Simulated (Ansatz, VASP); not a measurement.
One calculation of MnAs, two programs

```
As Mn
1.0
     3.78276    0.00000    0.00000
    -1.89138    3.27597    0.00000
     0.00000    0.00000    5.80262
As Mn
2 2
Direct
  0.66667 0.33333 0.75000
  0.33333 0.66667 0.25000
  0.00000 0.00000 0.50000
  0.00000 0.00000 0.00000
```

Alike in both runs: task single point; functional PBEsol; k mesh 8 × 8 × 5; occupations fermi-dirac, width 0.05 eV; collinear spin.

|  | VASP | Ansatz |
| --- | --- | --- |
| version | VASP 6.6.1 | Ansatz 0.2.0 |
| potentials or method | VASP PAW PBE potentials, release 64 (As, Mn_pv) | Ansatz PAW |
| plane-wave cutoff (eV) | 520 | 420 |
| valence electrons in the cell | 36 | 60 |

```csv
,VASP,Ansatz,Ansatz less VASP
gap on the k mesh at the Fermi level (eV),none,none,-
pressure (GPa),-10.7,-10.8,-0.19
"traceless stress, the component that is largest in VASP (GPa)",-1.69,-1.68,+0.004
net moment per atom (μB),1.67,1.67,+0.002
size of the moment on the site where the two differ most (μB),3.38,3.36,-0.026
```

VASP's potentials were made for PBE, not for PBEsol. Site moments also hang on the region over which each program counts them. A gap of «none» marks a metal or a gap that the smearing closes. VASP's potentials hold 36 valence electrons a cell and Ansatz's 60, so a difference there can come from the potentials and not from the codes.
